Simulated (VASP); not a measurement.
# CaO (rock salt type) (Fm-3m) in VASP: notebook, part 2 of 2

VASP 6.6.1.

## Step 4: Single point, HSE06

This run uses another cell than the first one, of 13.80 Å³/atom.

The input, POSCAR:

```
CaO
1.0
    0.0000000000      2.3987914579      2.3987914579
    2.3987914579      0.0000000000      2.3987914579
    2.3987914579      2.3987914579      0.0000000000
Ca O
1 1
Direct
    0.0000000000      0.0000000000      0.0000000000
    0.5000000000      0.5000000000      0.5000000000
```

The input, INCAR.step1:

```
ALGO = Normal ; EDIFF = 1E-5
ENCUT = 520 ; GGA = PE
ISIF = 2 ; ISMEAR = -1
LASPH = T ; LREAL = F
LWAVE = T ; NBANDS = 15
NELM = 80 ; PREC = Accurate
SIGMA = 0.05
```

The input, INCAR.step2:

```
ALGO = Normal ; EDIFF = 1E-7
ENCUT = 520 ; GGA = PE
HFSCREEN = 0.2079 ; ISIF = 2
ISMEAR = -1 ; ISTART = 1
LASPH = T ; LCHARG = T
LELF = T ; LHFCALC = T
LREAL = F ; LVHAR = T
LWAVE = F ; NBANDS = 15
NELM = 80 ; PREC = Accurate
PRECFOCK = Normal ; SIGMA = 0.05
```

The input, KPOINTS:

```
k-points
0
Gamma
  4 4 4
```

Potentials or basis: VASP PAW PBE potentials, release 64 (Ca_sv, O).

On the command line:

```
$ cat potpaw_PBE.64/Ca_sv/POTCAR potpaw_PBE.64/O/POTCAR > POTCAR
$ cp INCAR.step1 INCAR
$ mpirun -np 1 vasp_std > vasp.out
$ cp INCAR.step2 INCAR
$ mpirun -np 1 vasp_std > vasp.out
```

OUTCAR:

```text
EDIFF = 1E-7
   ENCUT = 520
   GGA = PE
   HFSCREEN = 0.2079
   ISIF = 2
   ISMEAR = -1
   ISTART = 1
   LASPH = T
   LHFCALC = T
   LREAL = F
   NELM = 80
   PREC = Accurate
   PRECFOCK = Normal

 ion  position               nearest neighbor table
   1  0.000  0.000  0.000-   2 2.40   2 2.40   2 2.40   2 2.40   2 2.40   2 2.40
   2  0.500  0.500  0.500-   1 2.40   1 2.40   1 2.40   1 2.40   1 2.40   1 2.40

  LATTYP: Found a face centered cubic cell.
 ALAT       =     4.7975829158

  Lattice vectors:

 A1 = (   0.0000000000,   2.3987914579,   2.3987914579)
 A2 = (   2.3987914579,   0.0000000000,   2.3987914579)
 A3 = (   2.3987914579,   2.3987914579,   0.0000000000)

Analysis of symmetry for initial positions (statically):
=====================================================================
 Subroutine PRICEL returns:
 Original cell was already a primitive cell.

 Routine SETGRP: Setting up the symmetry group for a
 face centered cubic supercell.

 Subroutine GETGRP returns: Found 48 space group operations
 (whereof 48 operations were pure point group operations)
 out of a pool of 48 trial point group operations.

The static configuration has the point symmetry O_h .

Analysis of symmetry for dynamics (positions and initial velocities):
=====================================================================
 Subroutine PRICEL returns:
 Original cell was already a primitive cell.

 Routine SETGRP: Setting up the symmetry group for a
 face centered cubic supercell.

 Subroutine GETGRP returns: Found 48 space group operations
 (whereof 48 operations were pure point group operations)
 out of a pool of 48 trial point group operations.

The dynamic configuration has the point symmetry O_h .

[... 112 lines left out ...]
   NKREDZ  =     1    reduce k-point grid by
   AEXX    =    0.2500 exact exchange contribution
   HFSCREEN=    0.2079 screening length (either q_TF or 0.3 A-1)
   HFSCREENC=   0.2079 screening length for correlation (either q_TF or 0.3 A-1)
   ENCUTFOCK=  -1.0 apply spherical cutoff to Coloumb kernel
   IVDW    =     0    specifies the selected vdW correction
   LEPSILON=     F    determine dielectric tensor
   LRPA    =     F    only Hartree local field effects (RPA)
 non-spin polarized calculation
  energy-cutoff  :      520.00
  volume of cell :       27.61
 maximum number of plane-waves:       754
 NGX is ok and might be reduce to    28
  NGX = 20; NGY = 20; NGZ = 20

 number of electron      15.9999997 magnetization

 Free energy of the ion-electron system (eV)
  ---------------------------------------------------
  ext. energy  EPLUGINS =         0.00000000
  ---------------------------------------------------
  free energy    TOTEN  =       -14.87539690 eV

  energy without entropy =      -14.87539690  energy(sigma->0) =      -14.87539690

 E-fermi :   2.4079     XC(G=0):  -8.6364

 val. band max:        1.3226505009   @ k =   0.0000   0.0000   0.0000
 cond. band min:       6.6174608089   @ k =   0.5000   0.5000   0.0000
 fundamental gap:      5.2948103081
 Fermi energy:         2.4079226123

 k-point     1 :       0.0000    0.0000    0.0000
  band No.  band energies     occupation
      1     -38.8455      2.00000
      2     -18.1310      2.00000
      3     -18.1310      2.00000
      4     -18.1310      2.00000
      5     -15.7254      2.00000
      6       1.3226      2.00000
      7       1.3227      2.00000
      8       1.3227      2.00000
      9       7.5953      0.00000
     10       9.5232      0.00000
     11       9.5232      0.00000
     12       9.5232      0.00000
     13      11.1609      0.00000
     14      11.1609      0.00000
[... 113 lines left out ...]
      2     -18.6538      2.00000
      3     -18.5787      2.00000
      4     -18.5787      2.00000
      5     -14.9695      2.00000
      6      -0.0651      2.00000
      7       0.1795      2.00000
      8       0.1795      2.00000
      9       9.5305      0.00000
     10       9.5305      0.00000
     11      11.9254      0.00000
     12      13.3008      0.00000
     13      13.6932      0.00000
     14      17.2093      0.00000
     15      17.7386      0.00000

------------------------ aborting loop because EDIFF is reached ----------------------------------------

  FORCE on cell =-STRESS in cart. coord.  units (eV):
  Direction    XX          YY          ZZ          XY          YZ          ZX
  --------------------------------------------------------------------------------------
  -------------------------------------------------------------------------------------
  Total        0.1361475      0.1361475      0.1361475      0.0000000      0.0000000     -0.0000000
  in kB        7.9015588      7.9015588      7.9015588      0.0000000      0.0000000     -0.0000000
  external PRESSURE =       7.9015588 kB  Pullay stress =       0.0000000 kB

 VOLUME and BASIS-vectors are now :
 -----------------------------------------------------------------------------
  energy-cutoff  :      520.00
  volume of cell :       27.61
      direct lattice vectors                 reciprocal lattice vectors
     0.000000000  2.398791458  2.398791458    -0.208438294  0.208438294  0.208438294
     2.398791458  0.000000000  2.398791458     0.208438294 -0.208438294  0.208438294
     2.398791458  2.398791458  0.000000000     0.208438294  0.208438294 -0.208438294

 POSITION                                       TOTAL-FORCE (eV/Angst)
 -----------------------------------------------------------------------------------
      0.00000      0.00000      0.00000         0.000000      0.000000      0.000000
      2.39879      2.39879      2.39879        -0.000000      0.000000     -0.000000
 -----------------------------------------------------------------------------------
    total drift:                               -0.000000     -0.000000     -0.000000

  FREE ENERGIE OF THE ION-ELECTRON SYSTEM (eV)
  ---------------------------------------------------
  free  energy   TOTEN  =       -14.8753968997 eV

  energy  without entropy=      -14.8753968997  energy(sigma->0) =      -14.87539690
```

It took 1.9 min on 1 thread of Intel Xeon 6975P-C (Granite Rapids), shared host; peak memory 0.26 GiB.

Results:

```
Free energy            : -14.8754 eV
Pressure               : 0.8 GPa
Band gap on the k mesh : 5.29 eV (least direct gap 5.72 eV)
```

Caveat: the k points lie up to 0.57 Å⁻¹ apart; the PAW data sets were made with another functional, which shifts forces and pressure a little. A k mesh can miss the band edges.

## Step 5: Single point, HSE06

This run uses another cell than the first one, of 13.80 Å³/atom.

POSCAR is that of step 4.

The input, INCAR.step1:

```
SYSTEM = CaO
PREC = Accurate
ENCUT = 520
EDIFF = 1E-5
ISMEAR = -1
SIGMA = 0.05
LREAL = .False.
LASPH = .True.
NELM = 80
ALGO = Normal
ISIF = 2
LWAVE = .True.
GGA = PE
NBANDS = 15
```

The input, INCAR.step2:

```
SYSTEM = CaO
PREC = Accurate
ENCUT = 520
EDIFF = 1E-7
ISMEAR = -1
SIGMA = 0.05
LREAL = .False.
LASPH = .True.
NELM = 80
ALGO = Normal
ISIF = 2
LWAVE = .False.
LCHARG = .True.
GGA = PE
LHFCALC = .True.
HFSCREEN = 0.2079
PRECFOCK = Normal
LELF = .True.
LVHAR = .True.
ISTART = 1
NBANDS = 15
```

The input, KPOINTS:

```
regular mesh
0
Gamma
  4 4 4
  0 0 0
```

On the command line:

```
$ cat potpaw_PBE.64/Ca_sv/POTCAR potpaw_PBE.64/O/POTCAR > POTCAR
$ cp INCAR.step1 INCAR
$ mpirun -np 1 vasp_std > vasp.out
$ cp INCAR.step2 INCAR
$ mpirun -np 1 vasp_std > vasp.out
```

It took 1.9 min on 1 thread of Intel Xeon 6975P-C (Granite Rapids), shared host; peak memory 0.26 GiB.

The run converged. Its results:

* Free energy: -14.8754 eV
* Pressure: 0.8 GPa
* Band gap on the k mesh: 5.29 eV (least direct gap 5.72 eV)

Levels at points of the mesh, in eV from the valence-band top:
```tsv
k point	band 5	band 6	band 7	band 8	band 9	band 10	band 11	band 12
(0.00, 0.00, 0.00)	-17.05	0.00	0.00	0.00	6.27	8.20	8.20	8.20
(0.50, 0.00, 0.00)	-15.61	-2.83	-1.27	-1.27	9.07	10.11	10.63	10.63
(0.50, 0.50, 0.00)	-16.78	-1.44	-0.42	-0.42	5.29	10.19	11.17	11.97
```

Caveat: the k points lie up to 0.57 Å⁻¹ apart; the PAW data sets were made with another functional, which shifts forces and pressure a little. A k mesh can miss the band edges.
